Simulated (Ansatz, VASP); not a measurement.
**Li2S in VASP and in Ansatz**

INCAR

```
SYSTEM = Li2S
PREC = Accurate
ENCUT = 750
EDIFF = 1E-6
ISMEAR = 0
SIGMA = 0.01
LREAL = .FALSE.
LASPH = .TRUE.
NELM = 120
ALGO = Normal
ISIF = 2
LWAVE = .FALSE.
LCHARG = .FALSE.
GGA = PE
NBANDS = 13
GGA_COMPAT = .FALSE.
```

Contents of KPOINTS:

```
Automatic mesh
0
G
  4 4 4
  0 0 0
```

Contents of POSCAR:

```
Li2S
1.0
    0.0000000000      2.8445000000      2.8445000000
    2.8445000000      0.0000000000      2.8445000000
    2.8445000000      2.8445000000      0.0000000000
Li S
2 1
Direct
    0.2500000000      0.2500000000      0.2500000000
    0.7500000000      0.7500000000      0.7500000000
    0.0000000000      0.0000000000      0.0000000000
```

Input for Ansatz:

```yaml
crystal:
  lattice:
    - [0.0, 2.8445, 2.8445]
    - [2.8445, 0.0, 2.8445]
    - [2.8445, 2.8445, 0.0]
  atoms:
    - { symbol: Li, position: [0.25, 0.25, 0.25] }
    - { symbol: Li, position: [0.75, 0.75, 0.75] }
    - { symbol: S, position: [0.0, 0.0, 0.0] }
kpoints:
  mp_grid:
    grid: [4, 4, 4]
hamiltonian:
  xc: pbe
scf:
  occupations:
    method: fixed
output:
  eigenvalues: true
```

Alike in both runs: task single point; functional PBE; k mesh 4 × 4 × 4; no spin polarisation.

```csv
,VASP,Ansatz
version,VASP 6.6.1,Ansatz 0.2.0
potentials or method,"VASP PAW PBE potentials, release 64 (Li_sv, S)","plane waves, PAW"
plane-wave cutoff (eV),750,420
occupations,"gaussian, width 0.01 eV",fixed
valence electrons in the cell,12,12
```

```tsv
	VASP	Ansatz	Ansatz less VASP
gap on the k mesh at the Fermi level (eV)	3.38	3.38	+0.001
```

The k mesh is coarse, so the values compare programs but aren't converged.
